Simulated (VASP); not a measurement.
# GaN (P6_3mc) in VASP: further runs

Runs on GaN. Level: r2SCAN. Tasks: single point.

Program: VASP 6.6.1. These are calculated values, not measurements. Logs are shortened: lines on timing, memory, paths and dates and some standing lists are left out, and cuts for length are marked.

## (1) The cell of the first run

The structure is hexagonal, space group P6_3mc (No. 186). The conventional cell has a = 3.117 Å, b = 3.117 Å, c = 10.165 Å, α = 90.00°, β = 90.00°, γ = 120.00°. Ga (site symmetry 3m) has 4 N at 1.91 Å within 2.5 Å. Within 2.5 Å of Ga (site symmetry 3m) lie 4 N at 1.91 Å. Within 2.5 Å of N (site symmetry 3m) lie 4 Ga at 1.91 Å. N (site symmetry 3m) has 4 Ga at 1.91 Å within 2.5 Å.

## (2) Single point, r2SCAN (10.69 Å³/atom)

File POSCAR:

```
GaN
1.0
    3.1167433278      0.0000000000      0.0000000000
   -1.5583716639      2.6991788990      0.0000000000
    0.0000000000      0.0000000000     10.1654494316
Ga N
4 4
Direct
    0.0000000000      0.0000000000     -0.0003613151
    0.3333333333      0.6666666667      0.2499322523
    0.0000000000      0.0000000000      0.4996386849
    0.6666666667      0.3333333333      0.7499322523
    0.0000000000      0.0000000000      0.1876438561
    0.3333333333      0.6666666667      0.4377852066
    0.0000000000      0.0000000000      0.6876438561
    0.6666666667      0.3333333333      0.9377852066
```

File INCAR.step1:

```
ALGO = Normal
EDIFF = 1E-4
ENCUT = 520
GGA = PE
ISMEAR = 0
LASPH = T
LCHARG = F
LREAL = F
LWAVE = T
NBANDS = 46
NELM = 80
PREC = Accurate
SIGMA = 0.01
```

File INCAR.step2:

```
ALGO = Normal
EDIFF = 1E-6
ENCUT = 520
ISIF = 2
ISMEAR = 0
ISTART = 1
LASPH = T
LCHARG = F
LMIXTAU = T
LREAL = F
LWAVE = F
METAGGA = R2SCAN
NBANDS = 46
NELM = 80
PREC = Accurate
SIGMA = 0.01
```

File KPOINTS:

```
k-points
0
Gamma
  9 9 2
```

Potentials or basis: VASP PAW PBE potentials, release 64 (Ga_d, N).

Launch:

```console
cat potpaw_PBE.64/Ga_d/POTCAR potpaw_PBE.64/N/POTCAR > POTCAR
cp INCAR.step1 INCAR
mpirun -np 1 vasp_std > vasp.out
cp INCAR.step2 INCAR
mpirun -np 1 vasp_std > vasp.out
```

OUTCAR:

```text
EDIFF = 1E-6
   ENCUT = 520
   ISIF = 2
   ISMEAR = 0
   ISTART = 1
   LASPH = T
   LREAL = F
   METAGGA = R2SCAN
   NELM = 80
   PREC = Accurate

 ion  position               nearest neighbor table
   1  0.000  0.000  1.000-   8 1.91   8 1.91   8 1.91   5 1.91
   2  0.333  0.667  0.250-   5 1.91   5 1.91   5 1.91   6 1.91
   3  0.000  0.000  0.500-   6 1.91   6 1.91   6 1.91   7 1.91
   4  0.667  0.333  0.750-   7 1.91   7 1.91   7 1.91   8 1.91
   5  0.000  0.000  0.188-   2 1.91   2 1.91   2 1.91   1 1.91
   6  0.333  0.667  0.438-   3 1.91   3 1.91   3 1.91   2 1.91
   7  0.000  0.000  0.688-   4 1.91   4 1.91   4 1.91   3 1.91
   8  0.667  0.333  0.938-   1 1.91   1 1.91   1 1.91   4 1.91

  LATTYP: Found a hexagonal cell.
 ALAT       =     3.1167433278
 C/A-ratio  =     3.2615613037

  Lattice vectors:

 A1 = (   3.1167433278,   0.0000000000,   0.0000000000)
 A2 = (  -1.5583716639,   2.6991788990,   0.0000000000)
 A3 = (   0.0000000000,   0.0000000000,  10.1654494316)

Analysis of symmetry for initial positions (statically):
=====================================================================
 Subroutine PRICEL returns:
 Original cell was already a primitive cell.

 Routine SETGRP: Setting up the symmetry group for a
 hexagonal supercell.

 Subroutine GETGRP returns: Found 12 space group operations
 (whereof  6 operations were pure point group operations)
 out of a pool of 24 trial point group operations.

The static configuration has the point symmetry C_3v.
 The point group associated with its full space group is C_6v.

Analysis of symmetry for dynamics (positions and initial velocities):
=====================================================================
 Subroutine PRICEL returns:
 Original cell was already a primitive cell.

 Routine SETGRP: Setting up the symmetry group for a
 hexagonal supercell.

 Subroutine GETGRP returns: Found 12 space group operations
 (whereof  6 operations were pure point group operations)
 out of a pool of 24 trial point group operations.

The dynamic configuration has the point symmetry C_3v.
 The point group associated with its full space group is C_6v.

 Subroutine INISYM returns: Found 12 space group operations
 (whereof  6 operations are pure point group operations),
 and found     1 'primitive' translations

----------------------------------------------------------------------------------------

                                     Primitive cell

  volume of cell :      85.5183

  direct lattice vectors                    reciprocal lattice vectors
     3.116743328  0.000000000  0.000000000     0.320847723  0.185241519  0.000000000
    -1.558371664  2.699178899  0.000000000     0.000000000  0.370483039  0.000000000
     0.000000000  0.000000000 10.165449432     0.000000000  0.000000000  0.098372434

  length of vectors
     3.116743328  3.116743328 10.165449432     0.370483039  0.370483039  0.098372434

  position of ions in fractional coordinates (direct lattice)
     0.000000000  0.000000000  0.999638685
     0.333333333  0.666666667  0.249932252
     0.000000000  0.000000000  0.499638685
     0.666666667  0.333333333  0.749932252
     0.000000000  0.000000000  0.187643856
     0.333333333  0.666666667  0.437785207
     0.000000000  0.000000000  0.687643856
     0.666666667  0.333333333  0.937785207

  ion indices of the primitive-cell ions
   primitive index   ion index
                 1           1
                 2           2
                 3           3
                 4           4
                 5           5
                 6           6
                 7           7
                 8           8

----------------------------------------------------------------------------------------

 KPOINTS: k-points

Automatic generation of k-mesh.
 Grid dimensions read from file:
 generate k-points for:    9    9    2

 Generating k-lattice:

  Cartesian coordinates                     Fractional coordinates (reciprocal lattice)
     0.035649747  0.020582391  0.000000000     0.111111111  0.000000000  0.000000000
     0.000000000  0.041164782  0.000000000     0.000000000  0.111111111  0.000000000
     0.000000000  0.000000000  0.049186217     0.000000000  0.000000000  0.500000000

  Length of vectors
     0.041164782  0.041164782  0.049186217

  Shift w.r.t. Gamma in fractional coordinates (k-lattice)
     0.000000000  0.000000000  0.000000000

 Subroutine IBZKPT returns following result:
 ===========================================

 Found     24 irreducible k-points:

 Following reciprocal coordinates:
            Coordinates               Weight
  0.000000  0.000000  0.000000      1.000000
  0.111111 -0.000000  0.000000      6.000000
  0.222222 -0.000000  0.000000      6.000000
  0.333333 -0.000000  0.000000      6.000000
  0.444444 -0.000000  0.000000      6.000000
  0.111111  0.111111  0.000000      6.000000
[... 16 lines left out ...]
  0.333333  0.222222  0.500000     12.000000
  0.333333  0.333333  0.500000      2.000000
   k-points           NKPTS =     24   k-points in BZ     NKDIM =     24   number of bands    NBANDS=     46
   number of dos      NEDOS =    301   number of ions     NIONS =      8
   total plane-waves  NPLWV =  46080
   dimension x,y,z NGX =    24 NGY =   24 NGZ =   80
   dimension x,y,z NGXF=    48 NGYF=   48 NGZF=  160
   ions per type =               4   4
   NGX,Y,Z   is equivalent  to a cutoff of  12.80, 12.80, 13.08 a.u.
   NGXF,Y,Z  is equivalent  to a cutoff of  25.60, 25.60, 26.17 a.u.
 SYSTEM =  unknown system
   PREC   = accura    normal or accurate (medium, high low for compatibility)
   ISTART =      1    job   : 0-new  1-cont  2-samecut
   ICHARG =      0    charge: 1-file 2-atom 10-const
   ISPIN  =      1    spin polarized calculation?
   LNONCOLLINEAR =      F non collinear calculations
   LSORBIT =      F    spin-orbit coupling
   LASPH  =      T    aspherical Exc in radial PAW
   ENCUT  =  520.0 eV  38.22 Ry    6.18 a.u.   5.80  5.80 18.90*2*pi/ulx,y,z
   NELM   =     80;   NELMIN=  2; NELMDL=  0     # of ELM steps
   EDIFF  = 0.1E-05   stopping-criterion for ELM
   LREAL  =      F    real-space projection
   EDIFFG = 0.1E-04   stopping-criterion for IOM
   NSW    =      0    number of steps for IOM
   IBRION =     -1    ionic relax: 0-MD 1-quasi-New 2-CG
   NFREE  =      0    steps in history (QN), initial steepest desc. (CG)
   ISIF   =      2    stress and relaxation
   ISYM   =      2    0-nonsym 1-usesym 2-fastsym
   POTIM  = 0.5000    time-step for ionic-motion
   TEBEG  =    0.0;   TEEND  =   0.0 temperature during run
   PSTRESS=    0.0 pullay stress
   NELECT =      72.0000    total number of electrons
   NUPDOWN=      -1.0000    fix difference up-down
   EMIN   =  10.00;   EMAX   =-10.00  energy-range for DOS
   EFERMI =   0.00;   METHOD = LEGACY
   ISMEAR =     0;   SIGMA  =   0.01  broadening in eV -4-tet -1-fermi 0-gaus
   EFERMI_NEDOS =   21; number of points for ismear=-14 and -15
   IALGO  =     38    algorithm
   IMIX   =      4    mixing-type and parameters
     AMIX     =   0.40;   BMIX     =  1.00
     AMIX_MAG =   1.60;   BMIX_MAG =  1.00
  volume/ion in A,a.u.               =      10.69        72.14
  Fermi-wavevector in a.u.,A,eV,Ry     =   1.545845  2.921223 32.512975  2.389636
  Thomas-Fermi vector in A             =   2.651166
   LORBIT       =      0    0 simple, 1 ext, 2 COOP (PROOUT), +10 PAW based schemes
   METAGGA = R2SCAN    functional components
   LHFCALC =     F    Hartree Fock is set to
   AEXX    =    0.0000 exact exchange contribution
   IVDW    =     0    specifies the selected vdW correction
   LEPSILON=     F    determine dielectric tensor
   LRPA    =     F    only Hartree local field effects (RPA)
 non-spin polarized calculation
 Gauss-broadening in eV      SIGMA  =   0.01
  energy-cutoff  :      520.00
  volume of cell :       85.52
 maximum number of plane-waves:      2326
 NGX is ok and might be reduce to    24
   NGX = 11   NGY = 11   NGZ = 37

 number of electron      72.0000054 magnetization

 Free energy of the ion-electron system (eV)
  ---------------------------------------------------
  ext. energy  EPLUGINS =         0.00000000
  ---------------------------------------------------
  free energy    TOTEN  =       -87.34615490 eV

  energy without entropy =      -87.34615490  energy(sigma->0) =      -87.34615490

 E-fermi :   5.8991     XC(G=0): -13.0380

 val. band max:        5.7927976663   @ k =   0.0000   0.0000   0.0000
 cond. band min:       8.4613445399   @ k =   0.0000   0.0000   0.0000
 fundamental gap:      2.6685468736
 Fermi energy:         5.8990989072

 k-point     1 :       0.0000    0.0000    0.0000
  band No.  band energies     occupation
      1     -11.5656      2.00000
      2     -10.9168      2.00000
      3     -10.8984      2.00000
      4     -10.3734      2.00000
      5      -8.1055      2.00000
      6      -8.0966      2.00000
[... 38 lines left out ...]
     45      16.9645      0.00000
     46      16.9703      0.00000

 k-point     2 :       0.1111   -0.0000    0.0000
  band No.  band energies     occupation
      1     -11.4289      2.00000
      2     -10.8210      2.00000
      3     -10.8039      2.00000
      4     -10.3292      2.00000
      5      -8.0886      2.00000
      6      -8.0753      2.00000
[... 38 lines left out ...]
     45      16.6335      0.00000
     46      17.2419      0.00000

 k-point     3 :       0.2222   -0.0000    0.0000
  band No.  band energies     occupation
      1     -11.0748      2.00000
      2     -10.5898      2.00000
      3     -10.5771      2.00000
      4     -10.2312      2.00000
      5      -8.0473      2.00000
      6      -8.0295      2.00000
[... 1018 lines left out ...]
     45      16.2409      0.00000
     46      16.2409      0.00000

 k-point    24 :       0.3333    0.3333    0.5000
  band No.  band energies     occupation
      1     -10.1791      2.00000
      2     -10.1791      2.00000
      3     -10.1541      2.00000
      4     -10.1541      2.00000
      5      -8.0108      2.00000
      6      -8.0108      2.00000
[... 38 lines left out ...]
     45      16.3148      0.00000
     46      16.3148      0.00000

------------------------ aborting loop because EDIFF is reached ----------------------------------------

  FORCE on cell =-STRESS in cart. coord.  units (eV):
  Direction    XX          YY          ZZ          XY          YZ          ZX
  --------------------------------------------------------------------------------------
  -------------------------------------------------------------------------------------
  Total        8.1443401      8.1443401      8.0546842      0.0000000     -0.0000000      0.0000000
  in kB      152.5833654    152.5833654    150.9036719      0.0000000     -0.0000000      0.0000000
  external PRESSURE =     152.0234676 kB  Pullay stress =       0.0000000 kB

 VOLUME and BASIS-vectors are now :
 -----------------------------------------------------------------------------
  energy-cutoff  :      520.00
  volume of cell :       85.52
      direct lattice vectors                 reciprocal lattice vectors
     3.116743328  0.000000000  0.000000000     0.320847723  0.185241519  0.000000000
    -1.558371664  2.699178899  0.000000000     0.000000000  0.370483039  0.000000000
     0.000000000  0.000000000 10.165449432     0.000000000  0.000000000  0.098372434

 POSITION                                       TOTAL-FORCE (eV/Angst)
 -----------------------------------------------------------------------------------
      0.00000      0.00000     10.16178         0.000000     -0.000000      0.015762
     -0.00000      1.79945      2.54067         0.000000      0.000000     -0.000012
      0.00000      0.00000      5.07905         0.000000      0.000000      0.015762
      1.55837      0.89973      7.62340        -0.000000     -0.000000     -0.000012
      0.00000      0.00000      1.90748        -0.000000      0.000000     -0.010438
     -0.00000      1.79945      4.45028        -0.000000     -0.000000     -0.005312
      0.00000      0.00000      6.99021        -0.000000      0.000000     -0.010438
      1.55837      0.89973      9.53301        -0.000000      0.000000     -0.005312
 -----------------------------------------------------------------------------------
    total drift:                                0.000004      0.000007      0.044491

  FREE ENERGIE OF THE ION-ELECTRON SYSTEM (eV)
  ---------------------------------------------------
  free  energy   TOTEN  =       -87.3461549013 eV

  energy  without entropy=      -87.3461549013  energy(sigma->0) =      -87.34615490
```

It took 2.4 min on 1 thread of Intel Xeon 6975P-C (Granite Rapids), shared host; peak memory 0.25 GiB.

What came out:

```yaml
Free_energy: -87.3462 eV
Pressure: 15.2 GPa
Largest_force: 0.016 eV/Å
Band_gap_on_the_k_mesh: 2.67 eV
```

Forces on the atoms (eV/Å):
```
Ga   0.000  0.000  0.016
Ga   0.000  0.000  0.000
Ga   0.000  0.000  0.016
Ga   0.000  0.000  0.000
N    0.000  0.000 -0.010
N    0.000  0.000 -0.005
N    0.000  0.000 -0.010
N    0.000  0.000 -0.005
```

Stress tensor (GPa, compression positive):
```
15.26  0.00  0.00
 0.00 15.26  0.00
 0.00  0.00 15.09
```

Caveat: the cell stands under pressure; the PAW data sets were made with another functional, which shifts forces and pressure a little.

## (3) Single point, r2SCAN (11.03 Å³/atom)

This run uses another cell than the first one, of 11.03 Å³/atom.

Edit POSCAR of step 2 so:

```diff
@@ -2,5 +2,5 @@
 1.0
-    3.1167433278      0.0000000000      0.0000000000
-   -1.5583716639      2.6991788990      0.0000000000
-    0.0000000000      0.0000000000     10.1654494316
+    3.1495535634      0.0000000000      0.0000000000
+   -1.5747767817      2.7275933965      0.0000000000
+    0.0000000000      0.0000000000     10.2724620264
 Ga N
```

File INCAR.step1:

```
ALGO = Normal ; EDIFF = 1E-4
ENCUT = 520 ; GGA = PE
ISMEAR = 0 ; LASPH = True
LCHARG = False ; LREAL = False
LWAVE = True ; NBANDS = 46
NELM = 80 ; PREC = Accurate
SIGMA = 0.01
```

File INCAR.step2:

```
ALGO = Normal ; EDIFF = 1E-6
ENCUT = 520 ; ISIF = 2
ISMEAR = 0 ; ISTART = 1
LASPH = True ; LCHARG = False
LMIXTAU = True ; LREAL = False
LWAVE = False ; METAGGA = R2SCAN
NBANDS = 46 ; NELM = 80
PREC = Accurate ; SIGMA = 0.01
```

KPOINTS is that of step 2.

Potentials or basis: VASP PAW PBE potentials, release 64 (Ga_d, N).

Launch:

```console
cat potpaw_PBE.64/Ga_d/POTCAR potpaw_PBE.64/N/POTCAR > POTCAR
cp INCAR.step1 INCAR
mpirun -np 1 vasp_std > vasp.out
cp INCAR.step2 INCAR
mpirun -np 1 vasp_std > vasp.out
```

Run time: 2.4 min. Hardware: 1 thread of Intel Xeon 6975P-C (Granite Rapids), shared host; peak memory 0.25 GiB.

The run converged. Its results:

| Item | Value |
| --- | --- |
| Free energy | -87.5410 eV |
| Pressure | 7.6 GPa |
| Largest force | 0.011 eV/Å |
| Band gap on the k mesh | 2.46 eV |

Forces in eV/Å, atoms in the order of the input:
```
Ga   0.000  0.000  0.011
Ga   0.000  0.000  0.005
Ga   0.000  0.000  0.011
Ga   0.000  0.000  0.005
N    0.000  0.000 -0.010
N    0.000  0.000 -0.007
N    0.000  0.000 -0.010
N    0.000  0.000 -0.007
```

Stress tensor (GPa, compression positive):
```
7.64 0.00 0.00
0.00 7.64 0.00
0.00 0.00 7.46
```

Levels at points of the mesh, in eV from the valence-band top:
```
           k point  band 32  band 33  band 34  band 35  band 36  band 37  band 38  band 39  band 40  band 41
(0.00, 0.00, 0.00)    -0.54    -0.54    -0.02     0.00     0.00     2.46     4.71     5.05     5.22     9.34
(0.00, 0.00, 0.50)    -0.93    -0.17    -0.17    -0.17    -0.17     3.61     3.61     5.24     5.24     9.62
```

Caveat: the cell stands under pressure; the PAW data sets were made with another functional, which shifts forces and pressure a little.

## (4) Single point, r2SCAN

This run uses another cell than the first one, of 11.37 Å³/atom.

Edit POSCAR of step 3 so:

```diff
@@ -2,5 +2,5 @@
 1.0
-    3.1495535634      0.0000000000      0.0000000000
-   -1.5747767817      2.7275933965      0.0000000000
-    0.0000000000      0.0000000000     10.2724620264
+    3.1816940850      0.0000000000      0.0000000000
+   -1.5908470425      2.7554279047      0.0000000000
+    0.0000000000      0.0000000000     10.3772903077
 Ga N
```

File INCAR.step1:

```
PREC     = Accurate       # precision mode
ENCUT    = 520            # plane-wave cutoff, eV
ISMEAR   = 0              # smearing method
SIGMA    = 0.01           # smearing width, eV
LREAL    = False          # projectors in reciprocal space
LASPH    = True           # aspherical terms in the spheres
NELM     = 100            # most SCF steps
NBANDS   = 46             # bands
GGA      = PE             # functional
ALGO     = Normal         # electronic algorithm
EDIFF    = 1E-4           # SCF threshold, eV
LWAVE    = True           # write WAVECAR
LCHARG   = False          # write CHGCAR
```

File INCAR.step2:

```
PREC     = Accurate       # precision mode
ENCUT    = 520            # plane-wave cutoff, eV
EDIFF    = 1E-6           # SCF threshold, eV
ISMEAR   = 0              # smearing method
SIGMA    = 0.01           # smearing width, eV
LREAL    = False          # projectors in reciprocal space
LASPH    = True           # aspherical terms in the spheres
NELM     = 100            # most SCF steps
ALGO     = Normal         # electronic algorithm
ISIF     = 2              # what is computed and relaxed
LWAVE    = False          # write WAVECAR
LCHARG   = False          # write CHGCAR
METAGGA  = R2SCAN         # meta-GGA
LMIXTAU  = True         
NBANDS   = 46             # bands
ISTART   = 1
```

File KPOINTS:

```
Automatic mesh
0
Gamma
  9 9 2
```

Launch:

```console
cat potpaw_PBE.64/Ga_d/POTCAR potpaw_PBE.64/N/POTCAR > POTCAR
cp INCAR.step1 INCAR
mpirun -np 1 vasp_std > vasp.out
cp INCAR.step2 INCAR
mpirun -np 1 vasp_std > vasp.out
```

Run time: 2.6 min. Hardware: 1 thread of Intel Xeon 6975P-C (Granite Rapids), shared host; peak memory 0.25 GiB.

It converged, with:

```yaml
Free_energy: -87.6156 eV
Pressure: 1.1 GPa
Largest_force: 0.009 eV/Å
Band_gap_on_the_k_mesh: 2.25 eV
```

Forces in eV/Å, atoms in the order of the input:
```
Ga   0.000  0.000  0.004
Ga   0.000  0.000  0.009
Ga   0.000  0.000  0.004
Ga   0.000  0.000  0.009
N    0.000  0.000 -0.008
N    0.000  0.000 -0.006
N    0.000  0.000 -0.008
N    0.000  0.000 -0.006
```

Stress tensor (GPa, compression positive):
```
1.10 0.00 0.00
0.00 1.10 0.00
0.00 0.00 1.01
```

Levels at points of the mesh, in eV from the valence-band top:
```
           k point  band 33  band 34  band 35  band 36  band 37  band 38  band 39  band 40
(0.00, 0.00, 0.00)    -0.52    -0.02     0.00     0.00     2.25     4.52     4.84     5.01
(0.00, 0.00, 0.50)    -0.17    -0.17    -0.17    -0.17     3.42     3.42     5.03     5.03
```

Caveat: the PAW data sets were made with another functional, which shifts forces and pressure a little.

## (5) The runs side by side

| cell | gap on the mesh (eV) | pressure (GPa) | largest force (eV/Å) |
| --- | --- | --- | --- |
| a = 3.117, b = 3.117, c = 10.165 Å, angles 90.0, 90.0, 120.0°, 8 atoms | 2.67 | 15.2 | 0.02 |
| a = 3.150, b = 3.150, c = 10.272 Å, angles 90.0, 90.0, 120.0°, 8 atoms | 2.46 | 7.6 | 0.01 |
| a = 3.182, b = 3.182, c = 10.377 Å, angles 90.0, 90.0, 120.0°, 8 atoms | 2.25 | 1.1 | 0.01 |

Alike in all rows: task single point; level r2SCAN; potentials or basis VASP PAW PBE potentials, release 64 (Ga_d, N); no spin polarisation; k mesh 9 × 9 × 2; cutoff (eV) 520; smearing gaussian 0.01 eV.

Caveats: the PAW data sets were made with another functional, which shifts forces and pressure a little; the cell stands under pressure (at least some runs).

Total energies depend on the potentials used, so only differences within one code and one set of settings carry meaning.
